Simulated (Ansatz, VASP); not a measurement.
## BaS: VASP beside Ansatz

Contents of INCAR:

```
PREC = Accurate
ENCUT = 520
EDIFF = 1E-7
ISMEAR = -1
SIGMA = 0.02
LREAL = False
LASPH = True
NELM = 100
ALGO = Normal
ISIF = 2
LWAVE = False
LCHARG = False
GGA = PE
NBANDS = 15
```

KPOINTS

```
Automatic mesh
0
Gamma
  8 8 8
```

The input POSCAR:

```
BaS
1.0
    0.0000000000      3.3723856691      3.3723856691
    3.3723856691      0.0000000000      3.3723856691
    3.3723856691      3.3723856691      0.0000000000
Ba S
1 1
Direct
    0.0000000000      0.0000000000      0.0000000000
    0.5000000000      0.5000000000      0.5000000000
```

Input for Ansatz:

```yaml
crystal:
  lattice:
    - [0.0, 3.3723856691, 3.3723856691]
    - [3.3723856691, 0.0, 3.3723856691]
    - [3.3723856691, 3.3723856691, 0.0]
  atoms:
    - { symbol: Ba, position: [0.0, 0.0, 0.0] }
    - { symbol: S, position: [0.5, 0.5, 0.5] }
kpoints:
  mp_grid: { grid: [8, 8, 8] }
  band_path:
    path:
      - [0.0, 0.0, 0.0]
      - [0.5, 0.0, 0.5]
      - [0.625, 0.25, 0.625]
      - [0.375, 0.375, 0.75]
      - [0.5, 0.5, 0.5]
      - [0.5, 0.25, 0.75]
      - [0.0, 0.5, 0.5]
    npoints: 1
hamiltonian:
  xc: pbe
scf:
  occupations: { method: fermi_dirac, width: 0.02 }
  n_extra_bands: 4
output:
  forces: true
  stress: true
  eigenvalues: true
```

Change from the starting cell: hydrostatic strain +5.0%.

Alike in both runs: task single point; functional PBE; k mesh 8 × 8 × 8; occupations fermi-dirac, width 0.02 eV; no spin polarisation.

|  | VASP | Ansatz |
| --- | --- | --- |
| version | VASP 6.6.1 | Ansatz 0.2.0 |
| potentials or method | VASP PAW PBE potentials, release 64 (Ba_sv, S) | plane waves, PAW |
| plane-wave cutoff (eV) | 520 | 420 |
| valence electrons in the cell | 16 | 16 |

```csv
,VASP,Ansatz,Ansatz less VASP
gap on the k mesh at the Fermi level (eV),2.31,2.38,+0.069
pressure (GPa),-4.0,-4.4,-0.32
```

The functional is the same, so the differences come from potentials, cutoffs and numerics.

Spin-orbit coupling is off throughout.
